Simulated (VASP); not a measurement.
Write the native input for VASP 6.6.1 that does the following.

```
Task                   : single point
Functional             : PBE
Potentials or basis    : VASP PAW PBE potentials, release 64 (Na_pv, F)
Cutoff                 : 520 eV
k mesh                 : 15 × 15 × 15
Occupations            : fermi-dirac, width 0.03 eV
Spin                   : no spin polarisation
Dipole correction      : no
Further INCAR settings : ALGO = Normal; EDIFF = 1e-07; NBANDS = 14
```

The structure of NaF lies in POSCAR:

```
NaF
1.0
    0.0000000000      2.3233000000      2.3233000000
    2.3233000000      0.0000000000      2.3233000000
    2.3233000000      2.3233000000      0.0000000000
Na F
1 1
Direct
    0.0000000000      0.0000000000      0.0000000000
    0.5000000000      0.5000000000      0.5000000000
```

One way to write it, as run:

INCAR

```
SYSTEM = NaF
PREC = Accurate
ENCUT = 520
EDIFF = 1E-7
ISMEAR = -1
SIGMA = 0.03
LREAL = .FALSE.
LASPH = .TRUE.
NELM = 80
ALGO = Normal
ISIF = 2
LWAVE = .FALSE.
LCHARG = .FALSE.
GGA = PE
NBANDS = 14
```

KPOINTS

```
Automatic mesh
0
G
  15 15 15
  0 0 0
```

Potentials or basis: VASP PAW PBE potentials, release 64 (Na_pv, F).

Command:

```sh
$ cat potpaw_PBE.64/Na_pv/POTCAR potpaw_PBE.64/F/POTCAR > POTCAR
$ mpirun -np 1 vasp_std > vasp.out
```

Results of the run:

- Pressure: 1.6 GPa
- Band gap on the k mesh: 6.26 eV, direct

Run time: 17 s on 1 thread of AMD EPYC 9R45 96-Core Processor (Zen 5) (shared host), peak memory 0.12 GiB.
